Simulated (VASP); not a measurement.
# CuI (F-43m) in VASP: a series of runs, part 2 of 2

VASP 6.6.1.

**3. Relaxation of the atoms, r2SCAN**

This run uses another cell than the first one, of 27.84 Å³/atom.

The input, POSCAR:

```
CuI
1.0
    0.0000000000      3.0306360100      3.0306360100
    3.0306360100      0.0000000000      3.0306360100
    3.0306360100      3.0306360100      0.0000000000
Cu I
1 1
Direct
    0.2500000000      0.2500000000      0.2500000000
    0.0000000000      0.0000000000      0.0000000000
```

The input, INCAR.step1:

```
SYSTEM = CuI
PREC = Accurate
ENCUT = 520
ISMEAR = -1
SIGMA = 0.02
LREAL = .False.
LASPH = .True.
NELM = 80
GGA = PE
ALGO = Normal
EDIFF = 1E-4
LWAVE = .True.
LCHARG = .False.
```

The input, INCAR.step2:

```
SYSTEM = CuI
PREC = Accurate
ENCUT = 520
EDIFF = 1E-6
ISMEAR = -1
SIGMA = 0.02
LREAL = .False.
LASPH = .True.
NELM = 80
ALGO = Normal
ISIF = 2
LWAVE = .False.
LCHARG = .False.
METAGGA = R2SCAN
LMIXTAU = .True.
IBRION = 2
NSW = 50
EDIFFG = -0.01
ISTART = 1
```

The input, KPOINTS:

```
Automatic mesh
0
Gamma
  8 8 8
  0 0 0
```

Potentials or basis: VASP PAW PBE potentials, release 64 (Cu, I).

On the command line:

```bash
cat potpaw_PBE.64/Cu/POTCAR potpaw_PBE.64/I/POTCAR > POTCAR
cp INCAR.step1 INCAR
mpirun -np 1 vasp_std > vasp.out
cp INCAR.step2 INCAR
mpirun -np 1 vasp_std > vasp.out
```

OUTCAR:

```text
SYSTEM = CuI
   PREC = Accurate
   ENCUT = 520
   EDIFF = 1E-6
   ISMEAR = -1
   LREAL = .False.
   LASPH = .True.
   NELM = 80
   ISIF = 2
   METAGGA = R2SCAN
   IBRION = 2
   NSW = 50
   EDIFFG = -0.01
   ISTART = 1

 ion  position               nearest neighbor table
   1  0.250  0.250  0.250-   2 2.62   2 2.62   2 2.62   2 2.62
   2  0.000  0.000  0.000-   1 2.62   1 2.62   1 2.62   1 2.62

  LATTYP: Found a face centered cubic cell.
 ALAT       =     6.0612720200

  Lattice vectors:

 A1 = (   0.0000000000,   3.0306360100,   3.0306360100)
 A2 = (   3.0306360100,   0.0000000000,   3.0306360100)
 A3 = (   3.0306360100,   3.0306360100,   0.0000000000)

Analysis of symmetry for initial positions (statically):
=====================================================================
 Subroutine PRICEL returns:
 Original cell was already a primitive cell.

 Routine SETGRP: Setting up the symmetry group for a
 face centered cubic supercell.

 Subroutine GETGRP returns: Found 24 space group operations
 (whereof 24 operations were pure point group operations)
 out of a pool of 48 trial point group operations.

[... 176 lines left out ...]
      6       2.4310      2.00000
      7       4.2678      2.00000
      8       4.2678      2.00000
      9       4.2678      2.00000
     10       5.8847      0.00000
     11       9.5107      0.00000
     12       9.5109      0.00000
     13       9.5109      0.00000
[... 354 lines left out ...]
  band No.  band energies     occupation
      1      -9.5819      2.00000
      2      -1.2558      2.00000
      3      -0.1001      2.00000
      4       0.4231      2.00000
      5       2.3574      2.00000
      6       2.4403      2.00000
      7       2.5532      2.00000
      8       2.9809      2.00000
      9       3.2667      2.00000
     10       8.1526      0.00000
     11       9.2030      0.00000
     12      10.8720      0.00000
     13      12.0629      0.00000

 [... further k-points ...]

------------------------ aborting loop because EDIFF is reached ----------------------------------------

  FORCE on cell =-STRESS in cart. coord.  units (eV):
  Direction    XX          YY          ZZ          XY          YZ          ZX
  --------------------------------------------------------------------------------------
  -------------------------------------------------------------------------------------
  Total       -0.3009841     -0.3009841     -0.3009841      0.0000000      0.0000000      0.0000000
  in kB       -8.6620911     -8.6620911     -8.6620911      0.0000000      0.0000000      0.0000000
  external PRESSURE =      -8.6620911 kB  Pullay stress =       0.0000000 kB

 VOLUME and BASIS-vectors are now :
 -----------------------------------------------------------------------------
  energy-cutoff  :      520.00
  volume of cell :       55.67
      direct lattice vectors                 reciprocal lattice vectors
     0.000000000  3.030636010  3.030636010    -0.164981871  0.164981871  0.164981871
     3.030636010  0.000000000  3.030636010     0.164981871 -0.164981871  0.164981871
     3.030636010  3.030636010  0.000000000     0.164981871  0.164981871 -0.164981871

 POSITION                                       TOTAL-FORCE (eV/Angst)
 -----------------------------------------------------------------------------------
      1.51532      1.51532      1.51532        -0.000000     -0.000000     -0.000000
      0.00000      0.00000      0.00000         0.000000      0.000000      0.000000
 -----------------------------------------------------------------------------------
    total drift:                               -0.000008     -0.000008     -0.000008

  FREE ENERGIE OF THE ION-ELECTRON SYSTEM (eV)
  ---------------------------------------------------
  free  energy   TOTEN  =       -35.7929038194 eV

  energy  without entropy=      -35.7929038194  energy(sigma->0) =      -35.79290382

 reached required accuracy - stopping structural energy minimisation
```

OSZICAR.step1:

```text
N       E                     dE             d eps       ncg     rms          rms(c)
DAV:   1     0.988214150945E+02    0.98821E+02   -0.76738E+03   754   0.147E+03
DAV:   2     0.205360728011E+01   -0.96768E+02   -0.91213E+02   764   0.268E+02
DAV:   3    -0.553951042985E+01   -0.75931E+01   -0.74626E+01  1048   0.837E+01
DAV:   4    -0.576833208746E+01   -0.22882E+00   -0.22862E+00   809   0.128E+01
DAV:   5    -0.577934423061E+01   -0.11012E-01   -0.11011E-01  1123   0.334E+00    0.530E+00
DAV:   6    -0.570276640420E+01    0.76578E-01   -0.34856E+00   788   0.537E+01    0.339E+00
DAV:   7    -0.556197748398E+01    0.14079E+00   -0.78882E-01   809   0.319E+01    0.168E+00
DAV:   8    -0.556457300084E+01   -0.25955E-02   -0.48617E-02  1101   0.364E+00    0.488E-01
DAV:   9    -0.556167671739E+01    0.28963E-02   -0.13610E-02   932   0.368E+00    0.167E-01
DAV:  10    -0.556185351053E+01   -0.17679E-03   -0.72040E-04   894   0.211E-01    0.601E-02
DAV:  11    -0.556186845025E+01   -0.14940E-04   -0.38756E-04   919   0.615E-01
   1 F= -.55618685E+01 E0= -.55618685E+01  d E =-.728411E-11
```

Wall time 30 s (1 thread of Intel Xeon 6975P-C (Granite Rapids), shared host); peak memory 0.19 GiB.

Results:

| Item | Value |
| --- | --- |
| Free energy | -35.7929 eV |
| Pressure after relaxing | -0.9 GPa |
| Band gap on the k mesh | 1.62 eV |

Final structure:
```yaml
crystal:
  lattice:
    - [0.00000, 3.03064, 3.03064]
    - [3.03064, 0.00000, 3.03064]
    - [3.03064, 3.03064, 0.00000]
  atoms:
    - { symbol: Cu, position: [0.25000, 0.25000, 0.25000] }
    - { symbol: I, position: [0.00000, 0.00000, 0.00000] }
```

Levels at points of the mesh, in eV from the valence-band top:
| k point | band 7 | band 8 | band 9 | band 10 | band 11 | band 12 |
| --- | --- | --- | --- | --- | --- | --- |
| (0.00, 0.00, 0.00) | 0.00 | 0.00 | 0.00 | 1.62 | 5.24 | 5.24 |
| (0.50, 0.00, 0.00) | -1.77 | -0.71 | -0.71 | 2.55 | 5.75 | 5.75 |
| (0.50, 0.50, 0.00) | -1.75 | -1.50 | -1.50 | 2.94 | 3.18 | 9.80 |

Caveat: the relaxation stopped at its first step, so nothing moved; the PAW data sets were made with another functional, which shifts forces and pressure a little; spin-orbit coupling is left out, which moves the levels of the heavy elements.

**4. Relaxation of the atoms, r2SCAN**

This run uses another cell than the first one, of 28.38 Å³/atom.

The input, POSCAR:

```
CuI
1.0
    0.0000000000      3.0503160200      3.0503160200
    3.0503160200      0.0000000000      3.0503160200
    3.0503160200      3.0503160200      0.0000000000
Cu I
1 1
Direct
    0.2500000000      0.2500000000      0.2500000000
    0.0000000000      0.0000000000      0.0000000000
```

The input, INCAR.step1:

```
SYSTEM = CuI
PREC = Accurate ; ENCUT = 520
ISMEAR = -1 ; SIGMA = 0.02
LREAL = .FALSE. ; LASPH = .TRUE.
NELM = 100 ; GGA = PE
ALGO = Normal ; EDIFF = 1E-4
LWAVE = .TRUE. ; LCHARG = .FALSE.
```

The input, INCAR.step2:

```
SYSTEM = CuI
PREC = Accurate ; ENCUT = 520
EDIFF = 1E-6 ; ISMEAR = -1
SIGMA = 0.02 ; LREAL = .FALSE.
LASPH = .TRUE. ; NELM = 100
ALGO = Normal ; ISIF = 2
LWAVE = .FALSE. ; LCHARG = .FALSE.
METAGGA = R2SCAN ; LMIXTAU = .TRUE.
IBRION = 2 ; NSW = 50
EDIFFG = -0.01 ; ISTART = 1
```

The input, KPOINTS:

```
regular mesh
0
G
  8 8 8
  0 0 0
```

Potentials or basis: VASP PAW PBE potentials, release 64 (Cu, I).

On the command line:

```bash
cat potpaw_PBE.64/Cu/POTCAR potpaw_PBE.64/I/POTCAR > POTCAR
cp INCAR.step1 INCAR
mpirun -np 1 vasp_std > vasp.out
cp INCAR.step2 INCAR
mpirun -np 1 vasp_std > vasp.out
```

OUTCAR:

```text
SYSTEM = CuI
   PREC = Accurate
   ENCUT = 520
   EDIFF = 1E-6
   ISMEAR = -1
   LREAL = .FALSE.
   LASPH = .TRUE.
   NELM = 100
   ISIF = 2
   METAGGA = R2SCAN
   IBRION = 2
   NSW = 50
   EDIFFG = -0.01
   ISTART = 1

 ion  position               nearest neighbor table
   1  0.250  0.250  0.250-   2 2.64   2 2.64   2 2.64   2 2.64
   2  0.000  0.000  0.000-   1 2.64   1 2.64   1 2.64   1 2.64

  LATTYP: Found a face centered cubic cell.
 ALAT       =     6.1006320400

  Lattice vectors:

 A1 = (   0.0000000000,   3.0503160200,   3.0503160200)
 A2 = (   3.0503160200,   0.0000000000,   3.0503160200)
 A3 = (   3.0503160200,   3.0503160200,   0.0000000000)

Analysis of symmetry for initial positions (statically):
=====================================================================
 Subroutine PRICEL returns:
 Original cell was already a primitive cell.

 Routine SETGRP: Setting up the symmetry group for a
 face centered cubic supercell.

 Subroutine GETGRP returns: Found 24 space group operations
 (whereof 24 operations were pure point group operations)
 out of a pool of 48 trial point group operations.

[... 176 lines left out ...]
      6       2.3027      2.00000
      7       4.0598      2.00000
      8       4.0599      2.00000
      9       4.0599      2.00000
     10       5.6214      0.00000
     11       9.3253      0.00000
     12       9.3254      0.00000
     13       9.3254      0.00000
[... 354 lines left out ...]
  band No.  band energies     occupation
      1      -9.7201      2.00000
      2      -1.3502      2.00000
      3      -0.2152      2.00000
      4       0.2958      2.00000
      5       2.2320      2.00000
      6       2.3120      2.00000
      7       2.4207      2.00000
      8       2.8304      2.00000
      9       3.1048      2.00000
     10       7.9013      0.00000
     11       9.0144      0.00000
     12      10.6319      0.00000
     13      11.8036      0.00000

 [... further k-points ...]

------------------------ aborting loop because EDIFF is reached ----------------------------------------

  FORCE on cell =-STRESS in cart. coord.  units (eV):
  Direction    XX          YY          ZZ          XY          YZ          ZX
  --------------------------------------------------------------------------------------
  -------------------------------------------------------------------------------------
  Total       -0.5652830     -0.5652830     -0.5652830     -0.0000000      0.0000000      0.0000000
  in kB      -15.9555585    -15.9555585    -15.9555585     -0.0000000      0.0000000      0.0000000
  external PRESSURE =     -15.9555585 kB  Pullay stress =       0.0000000 kB

 VOLUME and BASIS-vectors are now :
 -----------------------------------------------------------------------------
  energy-cutoff  :      520.00
  volume of cell :       56.76
      direct lattice vectors                 reciprocal lattice vectors
     0.000000000  3.050316020  3.050316020    -0.163917442  0.163917442  0.163917442
     3.050316020  0.000000000  3.050316020     0.163917442 -0.163917442  0.163917442
     3.050316020  3.050316020  0.000000000     0.163917442  0.163917442 -0.163917442

 POSITION                                       TOTAL-FORCE (eV/Angst)
 -----------------------------------------------------------------------------------
      1.52516      1.52516      1.52516        -0.000000     -0.000000     -0.000000
      0.00000      0.00000      0.00000         0.000000      0.000000      0.000000
 -----------------------------------------------------------------------------------
    total drift:                               -0.000007     -0.000007     -0.000007

  FREE ENERGIE OF THE ION-ELECTRON SYSTEM (eV)
  ---------------------------------------------------
  free  energy   TOTEN  =       -35.7850159522 eV

  energy  without entropy=      -35.7850159522  energy(sigma->0) =      -35.78501595

 reached required accuracy - stopping structural energy minimisation
```

OUTCAR.step1:

```text
SYSTEM = CuI
   PREC = Accurate
   ENCUT = 520
   ISMEAR = -1
   LREAL = .FALSE.
   LASPH = .TRUE.
[... 604 lines left out ...]
      1.52516      1.52516      1.52516         0.000000      0.000000      0.000000
      0.00000      0.00000      0.00000        -0.000000     -0.000000     -0.000000
 -----------------------------------------------------------------------------------
    total drift:                                0.000001      0.000001      0.000001

  FREE ENERGIE OF THE ION-ELECTRON SYSTEM (eV)
  ---------------------------------------------------
  free  energy   TOTEN  =        -5.5620414991 eV

  energy  without entropy=       -5.5620414990  energy(sigma->0) =       -5.56204150
```

Wall time 36 s (1 thread of Intel Xeon 6975P-C (Granite Rapids), shared host); peak memory 0.19 GiB.

Results:

```
Free energy             : -35.7850 eV
Pressure after relaxing : -1.6 GPa
Band gap on the k mesh  : 1.56 eV
```

Final structure:
```
Cu I
1.0
     0.00000    3.05032    3.05032
     3.05032    0.00000    3.05032
     3.05032    3.05032    0.00000
Cu I
1 1
Direct
  0.25000 0.25000 0.25000
  0.00000 0.00000 0.00000
```

Caveat: the relaxation stopped at its first step, so nothing moved; the PAW data sets were made with another functional, which shifts forces and pressure a little; spin-orbit coupling is left out, which moves the levels of the heavy elements. r2SCAN opens gaps a little over a GGA but as a rule still falls short of measured ones.

**5. Overview**

```csv
cell,gap on the mesh (eV),pressure (GPa)
"atoms relaxed from a = 4.258 Å, angles 60.0°, 2 atoms",1.68,0.0
"atoms relaxed from a = 4.286 Å, angles 60.0°, 2 atoms",1.62,-0.9
"atoms relaxed from a = 4.314 Å, angles 60.0°, 2 atoms",1.56,-1.6
```

Alike in all rows: task relaxation of the atoms; level r2SCAN; potentials or basis VASP PAW PBE potentials, release 64 (Cu, I); no spin polarisation; k mesh 8 × 8 × 8; cutoff (eV) 520; smearing fermi-dirac 0.02 eV.

Caveats: the relaxation stopped at its first step, so nothing moved; the PAW data sets were made with another functional, which shifts forces and pressure a little; spin-orbit coupling is left out, which moves the levels of the heavy elements.

Absolute energies hang on the potentials; compare differences alone.
